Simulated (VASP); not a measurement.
Here is a VASP 6.6.1 calculation.

The input INCAR:

```
SYSTEM = BaS
  PREC = Accurate
  ENCUT = 520
  EDIFF = 1E-6
  ISMEAR = 0
  SIGMA = 0.01
  LREAL = .False.
  LASPH = .True.
  NELM = 60
  ALGO = Normal
  ISIF = 2
  LWAVE = .False.
  LCHARG = .False.
  GGA = PE
  NBANDS = 24
```

File KPOINTS:

```
Automatic mesh
0
Gamma
  6 6 4
  0 0 0
```

File POSCAR:

```
BaS
1.0
    4.4421900034      0.0000000000      0.0000000000
   -2.2210950017      3.8470493913      0.0000000000
    0.0000000000      0.0000000000      7.7894608803
Ba S
2 2
Direct
    0.0000000000      0.0000000000      0.0000000000
    0.0000000000      0.0000000000      0.5000000000
    0.3333333333      0.6666666667      0.2500000000
    0.6666666667      0.3333333333      0.7500000000
```

Potentials or basis: VASP PAW PBE potentials, release 64 (Ba_sv, S).

Launch:

```sh
$ cat potpaw_PBE.64/Ba_sv/POTCAR potpaw_PBE.64/S/POTCAR > POTCAR
$ mpirun -np 1 vasp_std > vasp.out
```

Task: Predict the pressure.

Result: 0.8 GPa.

Task: Predict the band gap on the k mesh.

Result: 2.32 eV, indirect (the least direct gap lies 1.4 meV higher).

Stress tensor (GPa, compression positive):
```
0.67 0.00 0.00
0.00 0.67 0.00
0.00 0.00 0.92
```

Caveat: spin-orbit coupling is left out, which moves the levels of the heavy elements. A k mesh can miss the band edges.
